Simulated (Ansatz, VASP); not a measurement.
Two plane-wave programs on SnO

```
CELL_PARAMETERS angstrom
3.82015 0.00030 0.00000
-0.00031 3.82015 0.00000
0.00000 0.00000 22.22608
ATOMIC_POSITIONS crystal
Sn 0.99995 0.99995 0.20246
Sn 0.49995 0.49995 0.30878
Sn 0.87495 0.99995 0.48200
Sn 0.37495 0.49995 0.58832
O 0.99995 0.49995 0.25562
O 0.49995 0.99995 0.25562
O 0.87495 0.49995 0.53516
O 0.37495 0.99995 0.53516
```

Alike in both runs: task single point; functional PBE; dispersion D3(BJ); k mesh 7 × 7 × 1; occupations gaussian, width 0.05 eV; no spin polarisation.

```csv
,VASP,Ansatz
version,VASP 6.6.1,Ansatz 0.2.0
potentials or method,"VASP PAW PBE potentials, release 64 (Sn_d, O), cutoff 520 eV","scalar-relativistic, plane waves, PAW"
valence electrons in the cell,80,80
```

Ansatz gave:

- gap on the k mesh at the Fermi level (eV): 2.50
- least direct gap on the mesh (eV): 2.57
- rms of the force components (eV/Å): 0.029

Problem. Estimate VASP's values.

Solution. gap on the k mesh at the Fermi level (eV): 2.49; least direct gap on the mesh (eV): 2.52; rms of the force components (eV/Å): 0.059.

Ansatz's warnings: structure snapped to symmetry, xc potential rough in thin density.
